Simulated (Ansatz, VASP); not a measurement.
**Two plane-wave programs on Au**

The input INCAR:

```
SYSTEM = Au
  PREC = Accurate
  ENCUT = 500
  EDIFF = 1E-7
  ISMEAR = 0
  SIGMA = 0.1
  LREAL = .FALSE.
  LASPH = .TRUE.
  NELM = 120
  ALGO = Normal
  ISIF = 3
  LWAVE = .FALSE.
  LCHARG = .FALSE.
  GGA = PE
  IBRION = 2
  NSW = 100
  EDIFFG = -0.01
  GGA_COMPAT = .FALSE.
  NELMIN = 4
```

The input KPOINTS:

```
Automatic mesh
0
G
  12 12 8
  0 0 0
```

Contents of POSCAR:

```
Au
1.0
    5.6219862818      0.0000000000      0.0000000000
   -2.8109931409      4.8687829398      0.0000000000
    0.0000000000      0.0000000000      4.6274843729
Au
6
Direct
    0.8298013045      0.1701986955      0.2500000000
    0.8298013045      0.6596026090      0.2500000000
    0.3403973910      0.1701986955      0.2500000000
    0.1701986955      0.8298013045      0.7500000000
    0.1701986955      0.3403973910      0.7500000000
    0.6596026090      0.8298013045      0.7500000000
```

Input for Ansatz:

```yaml
crystal:
  lattice:
    - [5.6219862818, 0.0, 0.0]
    - [-2.8109931409, 4.8687829398, 0.0]
    - [0.0, 0.0, 4.6274843729]
  atoms:
    - { symbol: Au, position: [0.8298013045, 0.1701986955, 0.25] }
    - { symbol: Au, position: [0.8298013045, 0.659602609, 0.25] }
    - { symbol: Au, position: [0.340397391, 0.1701986955, 0.25] }
    - { symbol: Au, position: [0.1701986955, 0.8298013045, 0.75] }
    - { symbol: Au, position: [0.1701986955, 0.340397391, 0.75] }
    - { symbol: Au, position: [0.659602609, 0.8298013045, 0.75] }
basis:
  ecutwfc: 420
kpoints:
  mp_grid: { grid: [12, 12, 8] }
hamiltonian:
  xc: pbe
scf:
  occupations: { method: gaussian, width: 0.1 }
output:
  forces: true
  stress: true
  eigenvalues: true
  write_density: true
  write_potential: true
  elf: true
  volumetric_format: npy
relax:
  adjacent_minimum: "off"
  f_tol: 0.01
  max_steps: 80
  cell: { stress_tol: 0.05 }
```

Alike in both runs: task relaxation of cell and atoms; functional PBE; k mesh 12 × 12 × 8; occupations gaussian, width 0.1 eV; no spin polarisation.

|  | VASP | Ansatz |
| --- | --- | --- |
| version | VASP 6.6.1 | Ansatz 0.2.0 |
| potentials or method | VASP PAW PBE potentials, release 64 (Au), cutoff 500 eV | scalar-relativistic, plane waves, PAW |
| valence electrons in the cell | 66 | 114 |

VASP gave:

```
gap on the k mesh at the Fermi level, each at its own relaxed structure (eV) : none
relaxed volume (Å³/atom)                                                     : 21.09
relaxed length of the cell vector where the two differ most in proportion (Å)              : 4.618
```

Q: Which values does Ansatz return?

A: gap on the k mesh at the Fermi level, each at its own relaxed structure (eV): none; relaxed volume (Å³/atom): 21.12; relaxed length of the cell vector where the two differ most in proportion (Å): 4.620.

A gap of «none» marks a metal or a gap that the smearing closes. VASP's potentials hold 66 valence electrons a cell and Ansatz's 114, so a difference there can come from the potentials and not from the codes.

Neither program's run includes spin-orbit coupling.
